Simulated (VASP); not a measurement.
Wanted: the native input for a VASP 6.6.1 run.

```yaml
Task: relaxation of the atoms
Functional: PBE
Potentials_or_basis: VASP PAW PBE potentials, release 64 (Si)
Cutoff: 520 eV
k_mesh: 8 × 5 × 1
Occupations: gaussian, width 0.05 eV
Spin: no spin polarisation
Dipole_correction: yes
Atoms_held_fixed_from_0: "[0, 1, 2, 3]"
Further_INCAR_settings: ALGO = Normal; EDIFF = 1e-06; IBRION = 2; EDIFFG = -0.03; NSW = 70
```

The structure of Si lies in POSCAR:

```
Si
1.0
    3.8510821935      0.0000000000      0.0000000000
    0.0000000000      6.3646811531      0.0000000000
    0.0000000000      0.0000000000     18.4468466821
Si
8
Selective dynamics
Direct
    0.0000000000      0.9370679262      0.3794686496  F F F
    0.0000000000      0.5629320738      0.3794686496  F F F
    0.5000000000      0.4370679262      0.4397343248  F F F
    0.5000000000      0.0629320738      0.4397343248  F F F
    0.5000000000      0.9370679262      0.5602656752  T T T
    0.5000000000      0.5629320738      0.5602656752  T T T
    0.0000000000      0.4370679262      0.6205313504  T T T
    0.0000000000      0.0629320738      0.6205313504  T T T
```

One way to write it, as run:

INCAR

```
ALGO = Normal
DIPOL = 0.5 0.5 0.500
EDIFF = 1E-6
EDIFFG = -0.03
ENCUT = 520
GGA = PE
IBRION = 2
IDIPOL = 3
ISIF = 2
ISMEAR = 0
LASPH = True
LCHARG = False
LDIPOL = True
LREAL = False
LUSENCCL = False
LWAVE = False
NELM = 100
NSW = 70
PREC = Accurate
SIGMA = 0.05
```

KPOINTS

```
k-points
0
Gamma
  8 5 1
```

Potentials or basis: VASP PAW PBE potentials, release 64 (Si).

Run with:

```bash
$ cat potpaw_PBE.64/Si/POTCAR > POTCAR
$ mpirun -np 1 vasp_std > vasp.out
```

Results of the run:

```yaml
Energy_gained_by_relaxing: 21.9 meV/atom
Ionic_steps: 12
Band_gap_on_the_k_mesh: zero (bands 16 and 17 overlap by 0.37 eV)
```

Wall time 5.2 min on 1 × NVIDIA H100 80GB with 1 thread of AMD EPYC 7R13 Processor (Zen 3), with other jobs on the host, peak memory 1.5 GiB.
